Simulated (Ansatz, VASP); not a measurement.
**Li3ScPb2 in VASP and in Ansatz**

```
CELL_PARAMETERS angstrom
5.77162 0.00000 0.00000
-2.88581 4.99837 0.00000
0.00000 0.00000 4.68269
ATOMIC_POSITIONS crystal
Li 0.50000 0.50000 0.50000
Li 0.50000 0.00000 0.50000
Li 0.00000 0.50000 0.50000
Sc 0.00000 0.00000 0.00000
Pb 0.66667 0.33333 0.00000
Pb 0.33333 0.66667 0.00000
```

Change from the starting cell: species swapped into the CeB2Ir3 type (P6/mmm, No. 191).

Alike in both runs: functional PBE; k mesh 6 × 6 × 8; occupations gaussian, width 0.1 eV; collinear spin.

Ansatz relaxed the structure, and its values are those at the end. VASP's run is a single point on that final structure, the one shown.

|  | VASP | Ansatz |
| --- | --- | --- |
| version | VASP 6.6.1 | Ansatz 0.2.0 |
| potentials or method | VASP PAW PBE potentials, release 64 (Li_sv, Sc_sv, Pb_d), cutoff 520 eV | scalar-relativistic, plane waves, PAW |
| valence electrons in the cell | 48 | 48 |

VASP gave:

| Quantity | Value |
| --- | --- |
| gap on the k mesh at the Fermi level (eV) | none |
| net moment per atom (μB) | 0.09 |
| size of the moment on the site where the two differ most (μB) | 0.27 |

Q: What did Ansatz give for the same quantities?

A: gap on the k mesh at the Fermi level (eV): none; net moment per atom (μB): 0.09; size of the moment on the site where the two differ most (μB): 0.30.

Site moments also hang on the region over which each program counts them. A gap of «none» marks a metal or a gap that the smearing closes. The functional is the same, so the differences come from potentials, cutoffs and numerics.

Neither program's run includes spin-orbit coupling. Noted on VASP's run: the cutoff is under 1.25 times that of the potentials, so the pressure is a little rough.
